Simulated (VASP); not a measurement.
# LiF (Cc) in VASP: a series of runs

Runs on LiF. Level: PBE. Tasks: single point, relaxation of cell and atoms.

All numbers are computed with VASP 6.6.1; they aren't measurements. Logs are shortened: lines on timing, memory, paths and dates and some standing lists are left out, and cuts for length are marked.

**1. The cell of the first run**

The structure is monoclinic, space group Cc (No. 9). The conventional cell has a = 4.048 Å, b = 3.013 Å, c = 4.585 Å, α = 90.00°, β = 109.19°, γ = 90.00°. Within 2.4 Å of Li (site symmetry 1) lie 5 F at 1.81 to 1.82 Å. Within 2.4 Å of F (site symmetry 1) lie 5 Li at 1.81 to 1.82 Å.

**2. Single point, PBE**

Input file INCAR:

```
SYSTEM = LiF
ALGO = Normal ; EDIFF = 1E-6
ENCUT = 520 ; GGA = PE
ISIF = 2 ; ISMEAR = 0
LASPH = .TRUE. ; LCHARG = .FALSE.
LREAL = .FALSE. ; LWAVE = .FALSE.
NBANDS = 18 ; NELM = 60
PREC = Accurate ; SIGMA = 0.1
```

Input file KPOINTS:

```
k-points
0
G
  8 8 4
  0 0 0
```

Input file POSCAR:

```
LiF
1.0
    2.0240877500     -1.5062707300      0.0000000000
    2.0240877500      1.5062707300      0.0000000000
   -1.5071053100      0.0000000000      4.3302152900
Li F
2 2
Direct
    0.4901093500      0.8223851100      0.6464666700
    0.8223851100      0.4901093500      0.1464666700
    0.1776148900      0.5098906500      0.8535333300
    0.5098906500      0.1776148900      0.3535333300
```

Potentials or basis: VASP PAW PBE potentials, release 64 (Li_sv, F).

On the command line:

```console
$ cat potpaw_PBE.64/Li_sv/POTCAR potpaw_PBE.64/F/POTCAR > POTCAR
$ mpirun -np 1 vasp_std > vasp.out
```

OUTCAR:

```text
SYSTEM = LiF
   EDIFF = 1E-6
   ENCUT = 520
   GGA = PE
   ISIF = 2
   ISMEAR = 0
   LASPH = .TRUE.
   LREAL = .FALSE.
   NELM = 60
   PREC = Accurate

 ion  position               nearest neighbor table
   1  0.490  0.822  0.646-   3 1.81   3 1.81   4 1.81   3 1.81   4 1.82   2 2.50   2 2.50   2 2.56
                             2 2.56
   2  0.822  0.490  0.146-   4 1.81   4 1.81   3 1.81   4 1.81   3 1.82   1 2.50   1 2.50   1 2.56
                             1 2.56
   3  0.178  0.510  0.854-   1 1.81   1 1.81   2 1.81   1 1.81   2 1.82
   4  0.510  0.178  0.354-   2 1.81   2 1.81   1 1.81   2 1.81   1 1.82

  LATTYP: Found a base centered monoclinic cell.
 ALAT       =     4.0481755000
 B/A-ratio  =     0.7441726427
 C/A-ratio  =     1.1326064632
 COS(beta)  =    -0.3287041841

  Lattice vectors:

 A1 = (   2.0240877500,  -1.5062707300,   0.0000000000)
 A2 = (   2.0240877500,   1.5062707300,   0.0000000000)
 A3 = (  -1.5071053100,   0.0000000000,   4.3302152900)

Analysis of symmetry for initial positions (statically):
=====================================================================
 Subroutine PRICEL returns:
 Original cell was already a primitive cell.

 Routine SETGRP: Setting up the symmetry group for a
 base centered monoclinic supercell.

 Subroutine GETGRP returns: Found  2 space group operations
 (whereof  1 operations were pure point group operations)
 out of a pool of  4 trial point group operations.

The static configuration has the point symmetry C_1 .
 The point group associated with its full space group is C_1h.

Analysis of symmetry for dynamics (positions and initial velocities):
=====================================================================
 Subroutine PRICEL returns:
 Original cell was already a primitive cell.

 Routine SETGRP: Setting up the symmetry group for a
 base centered monoclinic supercell.

 Subroutine GETGRP returns: Found  2 space group operations
 (whereof  1 operations were pure point group operations)
 out of a pool of  4 trial point group operations.

The dynamic configuration has the point symmetry C_1 .
 The point group associated with its full space group is C_1h.

 Subroutine INISYM returns: Found  2 space group operations
 (whereof  1 operations are pure point group operations),
 and found     1 'primitive' translations

[... 89 lines left out ...]
   PREC   = accura    normal or accurate (medium, high low for compatibility)
   ISTART =      0    job   : 0-new  1-cont  2-samecut
   ICHARG =      2    charge: 1-file 2-atom 10-const
   ISPIN  =      1    spin polarized calculation?
   LNONCOLLINEAR =      F non collinear calculations
   LSORBIT =      F    spin-orbit coupling
   LASPH  =      T    aspherical Exc in radial PAW
   ENCUT  =  520.0 eV  38.22 Ry    6.18 a.u.   4.69  4.69  8.53*2*pi/ulx,y,z
   NELM   =     60;   NELMIN=  2; NELMDL= -5     # of ELM steps
   EDIFF  = 0.1E-05   stopping-criterion for ELM
   LREAL  =      F    real-space projection
[... 7 lines left out ...]
   TEBEG  =    0.0;   TEEND  =   0.0 temperature during run
   PSTRESS=    0.0 pullay stress
   NELECT =      20.0000    total number of electrons
   NUPDOWN=      -1.0000    fix difference up-down
   EMIN   =  10.00;   EMAX   =-10.00  energy-range for DOS
   EFERMI =   0.00;   METHOD = LEGACY
   ISMEAR =     0;   SIGMA  =   0.10  broadening in eV -4-tet -1-fermi 0-gaus
   EFERMI_NEDOS =   21; number of points for ismear=-14 and -15
   IALGO  =     38    algorithm
   IMIX   =      4    mixing-type and parameters
     AMIX     =   0.40;   BMIX     =  1.00
     AMIX_MAG =   1.60;   BMIX_MAG =  1.00
  volume/ion in A,a.u.               =       6.60        44.55
  Fermi-wavevector in a.u.,A,eV,Ry     =   1.492316  2.820069 30.300282  2.227008
  Thomas-Fermi vector in A             =   2.604860
   LORBIT       =      0    0 simple, 1 ext, 2 COOP (PROOUT), +10 PAW based schemes
   GGA     = PE    functional components
   LHFCALC =     F    Hartree Fock is set to
   AEXX    =    0.0000 exact exchange contribution
   IVDW    =     0    specifies the selected vdW correction
   LEPSILON=     F    determine dielectric tensor
   LRPA    =     F    only Hartree local field effects (RPA)
 non-spin polarized calculation
 Gauss-broadening in eV      SIGMA  =   0.10
  energy-cutoff  :      520.00
  volume of cell :       26.40
 maximum number of plane-waves:       725
   NGX =  9   NGY =  9   NGZ = 17

 number of electron      20.0000010 magnetization

 Free energy of the ion-electron system (eV)
  ---------------------------------------------------
  ext. energy  EPLUGINS =         0.00000000
  ---------------------------------------------------
  free energy    TOTEN  =       -18.17469593 eV

  energy without entropy =      -18.17469593  energy(sigma->0) =      -18.17469593

 E-fermi :   1.4374     XC(G=0): -11.0044

 val. band max:        0.9315478418   @ k =   0.0000   0.0000   0.0000
 cond. band min:      11.3284416648   @ k =   0.0000   0.0000   0.0000
 fundamental gap:     10.3968938229
 Fermi energy:         1.4373846239

 k-point     1 :       0.0000    0.0000    0.0000
  band No.  band energies     occupation
      1     -40.1865      2.00000
      2     -40.0258      2.00000
      3     -20.1209      2.00000
      4     -19.5058      2.00000
      5      -2.8173      2.00000
      6      -0.0408      2.00000
[... 481 lines left out ...]
      5      -1.9600      2.00000
      6      -1.4680      2.00000
[... 10 lines left out ...]
     17      23.8388      0.00000
     18      24.9709      0.00000

 [... further k-points ...]

------------------------ aborting loop because EDIFF is reached ----------------------------------------

  FORCE on cell =-STRESS in cart. coord.  units (eV):
  Direction    XX          YY          ZZ          XY          YZ          ZX
  --------------------------------------------------------------------------------------
  -------------------------------------------------------------------------------------
  Total        6.6518847      4.1330057      6.2943221      0.0000000      0.0000000      0.2001980
  in kB      403.6299976    250.7868332    381.9334430      0.0000000      0.0000000     12.1478201
  external PRESSURE =     345.4500913 kB  Pullay stress =       0.0000000 kB

 VOLUME and BASIS-vectors are now :
 -----------------------------------------------------------------------------
  energy-cutoff  :      520.00
  volume of cell :       26.40
      direct lattice vectors                 reciprocal lattice vectors
     2.024087750 -1.506270730  0.000000000     0.247024863 -0.331945639  0.085975514
     2.024087750  1.506270730  0.000000000     0.247024863  0.331945639  0.085975514
    -1.507105310  0.000000000  4.330215290     0.000000000  0.000000000  0.230935400

 POSITION                                       TOTAL-FORCE (eV/Angst)
 -----------------------------------------------------------------------------------
      1.68231      0.50050      2.79934        -0.008628      0.146845     -0.062902
      2.43586     -0.50050      0.63423        -0.008628     -0.146845     -0.062902
      0.10521      0.50050      3.69598         0.008628      0.440433      0.062902
      0.85876     -0.50050      1.53088         0.008628     -0.440433      0.062902
 -----------------------------------------------------------------------------------
    total drift:                               -0.000753      0.000000     -0.000540

  FREE ENERGIE OF THE ION-ELECTRON SYSTEM (eV)
  ---------------------------------------------------
  free  energy   TOTEN  =       -18.1746959268 eV

  energy  without entropy=      -18.1746959268  energy(sigma->0) =      -18.17469593
```

OSZICAR:

```text
N       E                     dE             d eps       ncg     rms          rms(c)
DAV:   1     0.114435075586E+03    0.11444E+03   -0.11558E+04  2856   0.128E+03
DAV:   2    -0.105997104668E+02   -0.12503E+03   -0.12239E+03  3322   0.315E+02
DAV:   3    -0.192861003052E+02   -0.86864E+01   -0.86124E+01  4958   0.626E+01
DAV:   4    -0.193806417581E+02   -0.94541E-01   -0.94464E-01  3574   0.793E+00
DAV:   5    -0.193812065427E+02   -0.56478E-03   -0.56470E-03  3562   0.522E-01    0.691E+00
DAV:   6    -0.181467731970E+02    0.12344E+01   -0.28074E+00  3014   0.140E+01    0.185E+00
DAV:   7    -0.181587938874E+02   -0.12021E-01   -0.12374E-01  3814   0.283E+00    0.130E+00
DAV:   8    -0.181753524846E+02   -0.16559E-01   -0.38886E-02  3826   0.190E+00    0.283E-01
DAV:   9    -0.181744722400E+02    0.88024E-03   -0.38622E-03  3486   0.602E-01    0.775E-02
DAV:  10    -0.181746990939E+02   -0.22685E-03   -0.35076E-04  3098   0.162E-01    0.272E-02
DAV:  11    -0.181746950909E+02    0.40030E-05   -0.25212E-05  3954   0.505E-02    0.438E-03
DAV:  12    -0.181746959268E+02   -0.83587E-06   -0.12084E-06  2572   0.121E-02
   1 F= -.18174696E+02 E0= -.18174696E+02  d E =-.170867E-14
```

It took 13 s on 1 thread of Intel Xeon 6975P-C (Granite Rapids), shared host; peak memory 0.15 GiB.

What came out:

* Free energy: -18.1747 eV
* Largest force: 0.445 eV/Å
* Band gap on the k mesh: 10.40 eV, direct

Forces in eV/Å, atoms in the order of the input:
```
Li  -0.009  0.147 -0.063
Li  -0.009 -0.147 -0.063
F    0.009  0.440  0.063
F    0.009 -0.440  0.063
```

Caveat: the cutoff is under 1.25 times the usual one of these potentials, so pressure, stress and relaxed cells hold a basis-set (Pulay) error.

**3. Relaxation of cell and atoms, PBE**

Input file INCAR:

```
ALGO = Normal
EDIFF = 1E-6
EDIFFG = -0.04
ENCUT = 600
GGA = PE
IBRION = 2
ISIF = 3
ISMEAR = 0
LASPH = T
LCHARG = F
LREAL = F
LWAVE = F
NELM = 80
NSW = 90
PREC = Accurate
SIGMA = 0.1
```

Input file KPOINTS:

```
k-points
0
Gamma
  8 8 4
```

POSCAR is that of step 2.

Potentials or basis: VASP PAW PBE potentials, release 64 (Li_sv, F).

On the command line:

```console
$ cat potpaw_PBE.64/Li_sv/POTCAR potpaw_PBE.64/F/POTCAR > POTCAR
$ mpirun -np 1 vasp_std > vasp.out
```

Run time: 2.4 min. Hardware: 1 thread of Intel Xeon 6975P-C (Granite Rapids), shared host; peak memory 0.16 GiB.

Results (log left out):

```yaml
Free_energy: -19.2287 eV
Relaxed_volume: 8.20 Å³/atom
Relaxed_cell: a = 2.824 Å, b = 2.824 Å, c = 4.954 Å, α = 106.40°, β = 106.40°, γ = 61.49°
Space_group_after_relaxing_to_0.05_Å: R-3m (No. 166)
Energy_gained_by_relaxing: 261.8 meV/atom
Ionic_steps: 21
Pressure_after_relaxing: 0.1 GPa
Largest_force_after_relaxing: 0.022 eV/Å
Band_gap_on_the_k_mesh: 8.99 eV, direct
```

Forces on the atoms (eV/Å):
```
Li  -0.004  0.021  0.001
Li  -0.004 -0.021  0.001
F    0.004 -0.013 -0.001
F    0.004  0.013 -0.001
```

Stress tensor (GPa, compression positive):
```
 0.15  0.00 -0.12
 0.00 -0.08  0.00
-0.12  0.00  0.26
```

The path:
```tsv
step	energy change (eV)	largest force (eV/Å)	pressure (GPa)	volume (Å³)
1	0.0000	0.4448	34.12	26.40
2	-0.7204	0.1993	7.05	32.14
3	-0.7918	0.1531	0.87	34.52
4	-0.7959	0.1421	-0.77	35.27
5	-0.8333	0.1574	-0.81	35.24
6	-0.9023	0.1860	-1.30	35.04
7	-0.9065	0.1916	-1.61	34.93
8	-0.9066	0.1902	-1.53	34.96
9	-0.9270	0.1901	-0.09	34.14
10	-0.9435	0.2234	3.64	32.34
11	-0.9535	0.2205	3.41	32.30
12	-0.9793	0.2217	2.92	32.18
13	-1.0056	0.2362	2.49	31.93
14	-1.0250	0.1788	0.68	32.52
15	-1.0357	0.1164	-1.24	33.30
16	-1.0360	0.1068	-1.58	33.44
17	-1.0426	0.0835	-0.62	33.12
18	-1.0445	0.0637	0.10	32.86
19	-1.0445	0.0611	0.16	32.83
20	-1.0461	0.0438	0.13	32.81
21	-1.0470	0.0218	0.11	32.79
```

Final structure:
```
CELL_PARAMETERS angstrom
2.42669 -1.44367 0.03924
2.42669 1.44367 0.03924
-1.70280 0.00000 4.65218
ATOMIC_POSITIONS crystal
Li 0.37916 0.87113 0.62492
Li 0.87113 0.37916 0.12492
F 0.12321 0.62650 0.87508
F 0.62650 0.12321 0.37508
```

Levels at points of the mesh, in eV from the valence-band top:
| k point | band 6 | band 7 | band 8 | band 9 | band 10 | band 11 | band 12 | band 13 | band 14 |
| --- | --- | --- | --- | --- | --- | --- | --- | --- | --- |
| (0.00, 0.00, 0.00) | -0.34 | -0.24 | -0.14 | -0.12 | 0.00 | 8.99 | 10.69 | 16.56 | 18.63 |
| (0.50, 0.00, 0.00) | -2.45 | -1.28 | -1.25 | -0.65 | -0.63 | 12.83 | 12.88 | 15.70 | 15.75 |
| (0.50, 0.50, 0.00) | -2.56 | -1.18 | -1.03 | -0.39 | -0.36 | 10.58 | 14.87 | 16.24 | 17.44 |
| (0.00, 0.00, 0.50) | -1.46 | -0.23 | -0.23 | -0.13 | -0.13 | 10.24 | 10.24 | 17.75 | 17.75 |
| (0.50, 0.00, 0.50) | -2.60 | -1.15 | -0.98 | -0.32 | -0.26 | 10.70 | 14.60 | 16.42 | 16.55 |
| (0.50, 0.50, 0.50) | -2.44 | -1.22 | -1.22 | -0.80 | -0.80 | 12.79 | 12.79 | 15.86 | 15.86 |

Caveat: the cutoff is under 1.25 times the usual one of these potentials, so pressure, stress and relaxed cells hold a basis-set (Pulay) error; the volume moved by over 15 % at a fixed basis, so the end points are rough. A hybrid or GW would open this gap; PBE tends to underestimate it.
